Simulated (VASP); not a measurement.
Cu:

```
Cu
1.0
     0.00000    3.61500    3.61500
     3.61500    0.00000    3.61500
     3.61500    3.61500    0.00000
Cu
8
Direct
  0.00000 0.00000 0.00000
  0.00000 0.00000 0.50000
  0.00000 0.50000 0.00000
  0.00000 0.50000 0.50000
  0.50000 0.00000 0.00000
  0.50000 0.00000 0.50000
  0.50000 0.50000 0.00000
  0.50000 0.50000 0.50000
```

Base run:

| Quantity | Value |
| --- | --- |
| Program | VASP 6.6.1 |
| Functional | LDA |
| Potentials or basis | VASP PAW LDA potentials, release 64 (Cu) |
| Cutoff | 520 eV |
| k mesh | 8 × 8 × 8 |
| Occupations | fermi-dirac, width 0.05 eV |
| Spin | no spin polarisation |

Its results: band gap on the k mesh zero (bands 44 and 45 overlap by 1.91 eV); pressure -11.7 GPa.

Problem. The run is repeated on the same cell with these changes: functional from LDA to r2SCAN; potentials or basis from VASP PAW LDA potentials, release 64 (Cu) to VASP PAW PBE potentials, release 64 (Cu). What comes out?

Solution. Band gap on the k mesh zero (bands 44 and 45 overlap by 2.02 eV); pressure -4.1 GPa.

Caveats: the cell stands under tension; the PAW data sets were made with another functional, which shifts forces and pressure a little (at least some runs).
